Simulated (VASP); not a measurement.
# WC (P-6m2) in VASP: further runs

Runs on WC. Level: PBEsol. Tasks: single point.

Everything below comes from runs of VASP 6.6.1. Logs are shortened: lines on timing, memory, paths and dates and some standing lists are left out, and cuts for length are marked.

### 1 The cell of the first run

Symmetry: P-6m2, No. 187, hexagonal system. The conventional cell has a = 2.834 Å, b = 2.834 Å, c = 2.780 Å, α = 90.00°, β = 90.00°, γ = 120.00°. W (site symmetry -6m2) has 6 C at 2.15 Å and 8 W at 2.78 to 2.83 Å within 2.9 Å. Within 2.9 Å of C (site symmetry -6m2) lie 6 W at 2.15 Å and 8 C at 2.78 to 2.83 Å.

### 2 Single point, PBEsol (9.67 Å³/atom)

Input file INCAR:

```
PREC = Accurate
ENCUT = 600
EDIFF = 1E-6
ISMEAR = 0
SIGMA = 0.1
LREAL = False
LASPH = True
NELM = 120
ALGO = Normal
ISIF = 2
LWAVE = False
LCHARG = True
GGA = PS
LELF = True
LVHAR = True
NBANDS = 16
GGA_COMPAT = False
```

Input file KPOINTS:

```
Automatic mesh
0
Gamma
  18 18 14
```

Input file POSCAR:

```
WC
1.0
    2.8343060961      0.0000000000      0.0000000000
   -1.4171530481      2.4545810813      0.0000000000
    0.0000000000      0.0000000000      2.7797108754
W C
1 1
Direct
    0.0000000000      0.0000000000      0.0000000000
    0.6666666667      0.3333333333      0.5000000000
```

Potentials or basis: VASP PAW PBE potentials, release 64 (W_sv, C).

The run is started by

```console
$ cat potpaw_PBE.64/W_sv/POTCAR potpaw_PBE.64/C/POTCAR > POTCAR
$ mpirun -np 1 vasp_std > vasp.out
```

OUTCAR:

```text
PREC = Accurate
   ENCUT = 600
   EDIFF = 1E-6
   ISMEAR = 0
   LREAL = False
   LASPH = True
   NELM = 120
   ISIF = 2
   GGA = PS

 ion  position               nearest neighbor table
   1  0.000  0.000  0.000-   2 2.15   2 2.15   2 2.15   2 2.15   2 2.15   2 2.15
   2  0.667  0.333  0.500-   1 2.15   1 2.15   1 2.15   1 2.15   1 2.15   1 2.15

  LATTYP: Found a hexagonal cell.
 ALAT       =     2.8343060961
 C/A-ratio  =     0.9807377119

  Lattice vectors:

 A1 = (   2.8343060961,   0.0000000000,   0.0000000000)
 A2 = (  -1.4171530481,   2.4545810813,   0.0000000000)
 A3 = (   0.0000000000,   0.0000000000,   2.7797108754)

Analysis of symmetry for initial positions (statically):
=====================================================================
 Subroutine PRICEL returns:
 Original cell was already a primitive cell.

 Routine SETGRP: Setting up the symmetry group for a
 hexagonal supercell.

 Subroutine GETGRP returns: Found 12 space group operations
 (whereof 12 operations were pure point group operations)
 out of a pool of 24 trial point group operations.

The static configuration has the point symmetry D_3h.

Analysis of symmetry for dynamics (positions and initial velocities):
=====================================================================
 Subroutine PRICEL returns:
 Original cell was already a primitive cell.

 Routine SETGRP: Setting up the symmetry group for a
 hexagonal supercell.

 Subroutine GETGRP returns: Found 12 space group operations
 (whereof 12 operations were pure point group operations)
 out of a pool of 24 trial point group operations.

The dynamic configuration has the point symmetry D_3h.

 Subroutine INISYM returns: Found 12 space group operations
 (whereof 12 operations are pure point group operations),
 and found     1 'primitive' translations

----------------------------------------------------------------------------------------

                                     Primitive cell

  volume of cell :      19.3385

  direct lattice vectors                    reciprocal lattice vectors
     2.834306096  0.000000000  0.000000000     0.352820043  0.203700747  0.000000000
    -1.417153048  2.454581081  0.000000000     0.000000000  0.407401494  0.000000000
     0.000000000  0.000000000  2.779710875     0.000000000  0.000000000  0.359749645

  length of vectors
     2.834306096  2.834306096  2.779710875     0.407401494  0.407401494  0.359749645

  position of ions in fractional coordinates (direct lattice)
     0.000000000  0.000000000  0.000000000
     0.666666667  0.333333333  0.500000000

  ion indices of the primitive-cell ions
   primitive index   ion index
                 1           1
                 2           2

----------------------------------------------------------------------------------------

 KPOINTS: Automatic mesh

Automatic generation of k-mesh.
 Grid dimensions read from file:
 generate k-points for:   18   18   14

 Generating k-lattice:

  Cartesian coordinates                     Fractional coordinates (reciprocal lattice)
     0.019601114  0.011316708  0.000000000     0.055555556 -0.000000000  0.000000000
     0.000000000  0.022633416  0.000000000     0.000000000  0.055555556  0.000000000
     0.000000000  0.000000000  0.025696403     0.000000000  0.000000000  0.071428571

  Length of vectors
     0.022633416  0.022633416  0.025696403

  Shift w.r.t. Gamma in fractional coordinates (k-lattice)
     0.000000000  0.000000000  0.000000000

 Subroutine IBZKPT returns following result:
 ===========================================

 Found    296 irreducible k-points:

 Following reciprocal coordinates:
            Coordinates               Weight
  0.000000  0.000000  0.000000      1.000000
  0.055556 -0.000000  0.000000      6.000000
  0.111111 -0.000000  0.000000      6.000000
  0.166667  0.000000  0.000000      6.000000
  0.222222 -0.000000  0.000000      6.000000
  0.277778  0.000000  0.000000      6.000000
[... 16 lines left out ...]
  0.333333  0.111111  0.000000     12.000000
  0.388889  0.111111  0.000000     12.000000
 [... further k-points ...]
   k-points           NKPTS =    296   k-points in BZ     NKDIM =    296   number of bands    NBANDS=     16
   number of dos      NEDOS =    301   number of ions     NIONS =      2
   total plane-waves  NPLWV =  13824
   dimension x,y,z NGX =    24 NGY =   24 NGZ =   24
   dimension x,y,z NGXF=    48 NGYF=   48 NGZF=   48
   ions per type =               1   1
   NGX,Y,Z   is equivalent  to a cutoff of  14.08, 14.08, 14.35 a.u.
   NGXF,Y,Z  is equivalent  to a cutoff of  28.15, 28.15, 28.71 a.u.
 SYSTEM =  unknown system
   PREC   = accura    normal or accurate (medium, high low for compatibility)
   ISTART =      0    job   : 0-new  1-cont  2-samecut
   ICHARG =      2    charge: 1-file 2-atom 10-const
   ISPIN  =      1    spin polarized calculation?
   LNONCOLLINEAR =      F non collinear calculations
   LSORBIT =      F    spin-orbit coupling
   LASPH  =      T    aspherical Exc in radial PAW
   ENCUT  =  600.0 eV  44.10 Ry    6.64 a.u.   5.66  5.66  5.55*2*pi/ulx,y,z
   NELM   =    120;   NELMIN=  2; NELMDL= -5     # of ELM steps
   EDIFF  = 0.1E-05   stopping-criterion for ELM
   LREAL  =      F    real-space projection
   EDIFFG = 0.1E-04   stopping-criterion for IOM
   NSW    =      0    number of steps for IOM
   IBRION =     -1    ionic relax: 0-MD 1-quasi-New 2-CG
   NFREE  =      0    steps in history (QN), initial steepest desc. (CG)
   ISIF   =      2    stress and relaxation
   ISYM   =      2    0-nonsym 1-usesym 2-fastsym
   POTIM  = 0.5000    time-step for ionic-motion
   TEBEG  =    0.0;   TEEND  =   0.0 temperature during run
   PSTRESS=    0.0 pullay stress
   NELECT =      18.0000    total number of electrons
   NUPDOWN=      -1.0000    fix difference up-down
   EMIN   =  10.00;   EMAX   =-10.00  energy-range for DOS
   EFERMI =   0.00;   METHOD = LEGACY
   ISMEAR =     0;   SIGMA  =   0.10  broadening in eV -4-tet -1-fermi 0-gaus
   EFERMI_NEDOS =   21; number of points for ismear=-14 and -15
   IALGO  =     38    algorithm
   IMIX   =      4    mixing-type and parameters
     AMIX     =   0.40;   BMIX     =  1.00
     AMIX_MAG =   1.60;   BMIX_MAG =  1.00
  volume/ion in A,a.u.               =       9.67        65.25
  Fermi-wavevector in a.u.,A,eV,Ry     =   1.598421  3.020577 34.762185  2.554949
  Thomas-Fermi vector in A             =   2.695873
   LORBIT       =      0    0 simple, 1 ext, 2 COOP (PROOUT), +10 PAW based schemes
   GGA     = PS    functional components
   LHFCALC =     F    Hartree Fock is set to
   AEXX    =    0.0000 exact exchange contribution
   IVDW    =     0    specifies the selected vdW correction
   LEPSILON=     F    determine dielectric tensor
   LRPA    =     F    only Hartree local field effects (RPA)
 non-spin polarized calculation
 Gauss-broadening in eV      SIGMA  =   0.10
  energy-cutoff  :      600.00
  volume of cell :       19.34
 maximum number of plane-waves:       660
 NGX is ok and might be reduce to    24
   NGX = 11   NGY = 11   NGZ = 11

 number of electron      18.0000001 magnetization

 Free energy of the ion-electron system (eV)
  ---------------------------------------------------
  ext. energy  EPLUGINS =         0.00000000
  ---------------------------------------------------
  free energy    TOTEN  =       -23.78490135 eV

  energy without entropy =      -23.78382395  energy(sigma->0) =      -23.78436265

 E-fermi :  11.9934     XC(G=0): -14.3232

 val. band max:       11.9866775788   @ k =   0.3333   0.2222   0.0000
 cond. band min:      12.0124169746   @ k =   0.4444  -0.0000   0.4286
 fundamental gap:      0.0257393957
 Fermi energy:        11.9933836622

 k-point     1 :       0.0000    0.0000    0.0000
  band No.  band energies     occupation
      1     -61.8218      2.00000
      2     -25.8186      2.00000
      3     -25.6677      2.00000
      4     -25.6676      2.00000
      5      -3.0058      2.00000
      6       7.2072      2.00000
[... 8 lines left out ...]
     15      27.0066      0.00000
     16      29.3656      0.00000

 k-point     2 :       0.0556   -0.0000    0.0000
  band No.  band energies     occupation
      1     -61.8193      2.00000
      2     -25.8141      2.00000
      3     -25.7022      2.00000
      4     -25.6753      2.00000
      5      -2.9150      2.00000
      6       7.2460      2.00000
[... 8 lines left out ...]
     15      26.7686      0.00000
     16      29.5539      0.00000

 k-point     3 :       0.1111   -0.0000    0.0000
  band No.  band energies     occupation
      1     -61.8121      2.00000
      2     -25.8012      2.00000
      3     -25.8007      2.00000
      4     -25.6973      2.00000
      5      -2.6505      2.00000
      6       7.2517      2.00000
[... 8 lines left out ...]
     15      26.3787      0.00000
     16      30.0966      0.00000

 k-point     4 :       0.1667    0.0000    0.0000
  band No.  band energies     occupation
      1     -61.8011      2.00000
      2     -25.9489      2.00000
      3     -25.7813      2.00000
      4     -25.7308      2.00000
      5      -2.2350      2.00000
      6       6.9073      2.00000
[... 8 lines left out ...]
     15      26.1505      0.00000
     16      30.9333      0.00000
[... 324 lines left out ...]
 k-point    22 :       0.2778    0.1111    0.0000
  band No.  band energies     occupation
      1     -61.7557      2.00000
      2     -26.4756      2.00000
      3     -25.9197      2.00000
      4     -25.6993      2.00000
      5      -0.2823      2.00000
      6       5.2867      2.00000
[... 8 lines left out ...]
     15      27.8598      0.00000
     16      29.4744      0.00000

 k-point    23 :       0.3333    0.1111    0.0000
  band No.  band energies     occupation
      1     -61.7453      2.00000
      2     -26.5924      2.00000
      3     -25.9616      2.00000
      4     -25.6802      2.00000
      5       0.2687      2.00000
      6       4.9599      2.00000
[... 8 lines left out ...]
     15      27.5544      0.00000
     16      29.6367      0.00000

 k-point    24 :       0.3889    0.1111    0.0000
  band No.  band energies     occupation
      1     -61.7384      2.00000
      2     -26.6677      2.00000
      3     -25.9888      2.00000
      4     -25.6677      2.00000
      5       0.6679      2.00000
      6       4.7526      2.00000
[... 8 lines left out ...]
     15      26.6911      0.00000
     16      30.4292      0.00000

 [... further k-points ...]

------------------------ aborting loop because EDIFF is reached ----------------------------------------

  FORCE on cell =-STRESS in cart. coord.  units (eV):
  Direction    XX          YY          ZZ          XY          YZ          ZX
  --------------------------------------------------------------------------------------
  -------------------------------------------------------------------------------------
  Total        3.6365737      3.6365737      3.6850025     -0.0000000      0.0000000      0.0000000
  in kB      301.2861821    301.2861821    305.2984566     -0.0000000      0.0000000      0.0000000
  external PRESSURE =     302.6236069 kB  Pullay stress =       0.0000000 kB

 VOLUME and BASIS-vectors are now :
 -----------------------------------------------------------------------------
  energy-cutoff  :      600.00
  volume of cell :       19.34
      direct lattice vectors                 reciprocal lattice vectors
     2.834306096  0.000000000  0.000000000     0.352820043  0.203700747  0.000000000
    -1.417153048  2.454581081  0.000000000     0.000000000  0.407401494  0.000000000
     0.000000000  0.000000000  2.779710875     0.000000000  0.000000000  0.359749645

 POSITION                                       TOTAL-FORCE (eV/Angst)
 -----------------------------------------------------------------------------------
      0.00000      0.00000      0.00000         0.000000      0.000000      0.000000
      1.41715      0.81819      1.38986        -0.000000     -0.000000      0.000000
 -----------------------------------------------------------------------------------
    total drift:                               -0.000000      0.000000      0.000000

  FREE ENERGIE OF THE ION-ELECTRON SYSTEM (eV)
  ---------------------------------------------------
  free  energy   TOTEN  =       -23.7849013525 eV

  energy  without entropy=      -23.7838239515  energy(sigma->0) =      -23.78436265
```

Run time: 97 s. Hardware: 1 thread of Intel Xeon 8259CL, shared host; peak memory 0.23 GiB.

Results:

```yaml
Free_energy: -23.7849 eV
Pressure: 30.3 GPa
Band_gap_on_the_k_mesh: zero (bands 9 and 10 overlap by 1.35 eV)
```

Stress tensor (GPa, compression positive):
```
30.13  0.00  0.00
 0.00 30.13  0.00
 0.00  0.00 30.53
```

Caveat: the cell stands under pressure; the PAW data sets were made with another functional, which shifts forces and pressure a little; spin-orbit coupling is left out, which moves the levels of the heavy elements.

### 3 Single point, PBEsol (9.98 Å³/atom)

This run uses another cell than the first one, of 9.98 Å³/atom.

Input file INCAR:

```
SYSTEM = WC
ALGO = Normal ; EDIFF = 1E-6
ENCUT = 600 ; GGA = PS
GGA_COMPAT = .False. ; ISIF = 2
ISMEAR = 0 ; LASPH = .True.
LCHARG = .False. ; LREAL = .False.
LWAVE = .False. ; NBANDS = 16
NELM = 120 ; PREC = Accurate
SIGMA = 0.1
```

Input file KPOINTS:

```
k-points
0
Gamma
  18 18 14
  0 0 0
```

Input file POSCAR:

```
WC
1.0
    2.8666336445      0.0000000000      0.0000000000
   -1.4333168223      2.4825775595      0.0000000000
    0.0000000000      0.0000000000      2.8040943429
W C
1 1
Direct
    0.0000000000      0.0000000000      0.0000000000
    0.6666666667      0.3333333333      0.5000000000
```

Potentials or basis: VASP PAW PBE potentials, release 64 (W_sv, C).

The run is started by

```console
$ cat potpaw_PBE.64/W_sv/POTCAR potpaw_PBE.64/C/POTCAR > POTCAR
$ mpirun -np 1 vasp_std > vasp.out
```

Wall time 1.7 min (1 thread of Intel Xeon 8259CL, shared host); peak memory 0.23 GiB.

Results (log left out):

```
Free energy            : -23.8711 eV
Pressure               : 14.6 GPa
Band gap on the k mesh : zero (bands 9 and 10 overlap by 1.29 eV)
```

Stress tensor (GPa, compression positive):
```
14.46  0.00  0.00
 0.00 14.46  0.00
 0.00  0.00 14.82
```

Levels at points of the mesh, in eV from the Fermi level:
| k point | band 5 | band 6 | band 7 | band 8 | band 9 | band 10 | band 11 | band 12 | band 13 | band 14 |
| --- | --- | --- | --- | --- | --- | --- | --- | --- | --- | --- |
| (0.00, 0.00, 0.00) | -14.74 | -4.57 | -3.49 | -3.49 | 0.09 | 3.40 | 3.40 | 5.86 | 5.86 | 6.68 |
| (0.50, 0.00, 0.00) | -11.23 | -7.22 | -3.83 | -3.79 | -0.45 | 2.44 | 4.78 | 5.19 | 7.09 | 9.96 |
| (0.00, 0.00, 0.50) | -10.44 | -8.94 | -2.10 | -2.10 | -0.66 | -0.66 | 3.81 | 4.64 | 4.64 | 10.20 |
| (0.50, 0.00, 0.50) | -11.54 | -6.73 | -4.52 | -4.28 | 0.36 | 4.70 | 5.61 | 7.01 | 9.63 | 10.67 |

Caveat: the cell stands under pressure; the PAW data sets were made with another functional, which shifts forces and pressure a little; spin-orbit coupling is left out, which moves the levels of the heavy elements.
